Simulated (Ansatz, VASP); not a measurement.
TiC in VASP and in Ansatz

The input INCAR:

```
SYSTEM = TiC
PREC = Accurate ; ENCUT = 520
EDIFF = 1E-8 ; ISMEAR = -1
SIGMA = 0.03 ; LREAL = .False.
LASPH = .True. ; NELM = 60
ALGO = Normal ; ISIF = 2
LWAVE = .False. ; LCHARG = .False.
GGA = PS ; LEFG = .True.
NBANDS = 15
```

The input KPOINTS:

```
regular mesh
0
Gamma
  16 16 16
  0 0 0
```

POSCAR

```
TiC
1.0
    0.0000000000      2.1783315435      2.1783315435
    2.1783315435      0.0000000000      2.1783315435
    2.1783315435      2.1783315435      0.0000000000
Ti C
1 1
Direct
    0.0000000000      0.0000000000      0.0000000000
    0.5000000000      0.5000000000      0.5000000000
```

Input for Ansatz:

```yaml
crystal:
  lattice:
    - [0.0, 2.1783315435, 2.1783315435]
    - [2.1783315435, 0.0, 2.1783315435]
    - [2.1783315435, 2.1783315435, 0.0]
  atoms:
    - { symbol: Ti, position: [0.0, 0.0, 0.0] }
    - { symbol: C, position: [0.5, 0.5, 0.5] }
kpoints:
  mp_grid: { grid: [16, 16, 16] }
scf:
  occupations: { method: fermi_dirac, width: 0.03 }
hamiltonian:
  xc: pbesol
  pseudopotentials: { kind: all_electron, datasets: crystal }
output:
  forces: true
  stress: true
  eigenvalues: true
  efg: { contact_densities: true }
```

Change from the starting cell: volume scaled by 1.02, crystal datasets.

Alike in both runs: task electric field gradients; functional PBEsol; k mesh 16 × 16 × 16; occupations fermi-dirac, width 0.03 eV; no spin polarisation.

|  | VASP | Ansatz |
| --- | --- | --- |
| version | VASP 6.6.1 | Ansatz 0.2.0 |
| potentials or method | VASP PAW PBE potentials, release 64 (Ti_sv, C), cutoff 520 eV | all-electron PAW with datasets made for the crystal, scalar-relativistic |

VASP gave:

```
pressure (GPa) : -10.5
```

Q: Estimate Ansatz's values.

A: Pressure (GPa): -10.8.

VASP's potentials were made for PBE, not for PBEsol. Ansatz ran all-electron here, and VASP with PAW potentials.
